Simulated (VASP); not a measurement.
Runs of VASP 6.6.1 on Sb. The structure is that of space group Im-3m (No. 229), or close to it. The cells are those of the table. 

| task | cell | cutoff (eV) | k mesh for the DOS | occupations for the DOS | gap on the mesh (eV) | pressure (GPa) |
| --- | --- | --- | --- | --- | --- | --- |
| single point | a = 2.770 Å, angles 109.5°, 1 atom | 500 | - | - | none | 99.8 |
| single point | a = 3.049 Å, angles 109.5°, 1 atom | 500 | - | - | none | (b) |
| relaxation of cell and atoms | relaxed from a = 3.313 Å, angles 109.5°, 1 atom | 500 | - | - | none | 0.0 |
| single point | a = 2.916 Å, angles 109.5°, 1 atom | 500 | - | - | none | 48.3 |
| single point | a = 2.420 Å, angles 109.5°, 1 atom | 500 | - | - | none | 471.3 |
| single point | a = 3.284 Å, angles 109.5°, 1 atom | 500 | - | - | none | -0.1 |
| single point | a = 3.171 Å, angles 109.5°, 1 atom | 500 | - | - | none | 7.8 |
| single point | a = 2.607 Å, angles 109.5°, 1 atom | 500 | - | - | none | (a) |

Alike in all rows: level PBE; potentials or basis VASP PAW PBE potentials, release 64 (Sb); no spin polarisation; k mesh 16 × 16 × 16; smearing fermi-dirac 0.1 eV.

Question: Fill in the values left out.

Answer: (a) 208.7; (b) 22.0.

Caveats: spin-orbit coupling is left out, which moves the levels of the heavy elements.

A k mesh can miss the band edges, and the runs leave out spin-orbit coupling on Sb.

A gap of «none» marks levels without a gap at the run's occupations.
